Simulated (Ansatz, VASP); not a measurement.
# BN: VASP beside Ansatz

```
CELL_PARAMETERS angstrom
2.37879 0.00000 0.00000
-1.18940 2.06009 0.00000
0.00000 0.00000 6.66120
ATOMIC_POSITIONS crystal
B 0.33333 0.66667 0.25000
B 0.66667 0.33333 0.75000
N 0.33333 0.66667 0.75000
N 0.66667 0.33333 0.25000
```

Change from the starting cell: strain -0.050 along x and y, +0.000 along z, atoms carried along.

Alike in both runs: task single point; functional r2SCAN; k mesh 12 × 12 × 4; occupations gaussian, width 0.05 eV; no spin polarisation.

```csv
,VASP,Ansatz
version,VASP 6.6.1,Ansatz 0.2.0
potentials or method,"VASP PAW PBE potentials, release 64 (B, N), cutoff 520 eV","scalar-relativistic, plane waves, PAW"
valence electrons in the cell,16,16
```

VASP gave:

```
gap on the k mesh at the Fermi level (eV)                     : 5.13
least direct gap on the mesh (eV)                             : 5.75
pressure (GPa)                                                : 46.5
traceless stress, the component that is largest in VASP (GPa) : -46.01
```

Q: What did Ansatz give for the same quantities?

A: gap on the k mesh at the Fermi level (eV): 5.08; least direct gap on the mesh (eV): 5.70; pressure (GPa): 46.1; traceless stress, the component that is largest in VASP (GPa): -45.14.

VASP's potentials were made for PBE, not for r2SCAN. Both programs put the cell under a high pressure, so it lies far from rest at this level.
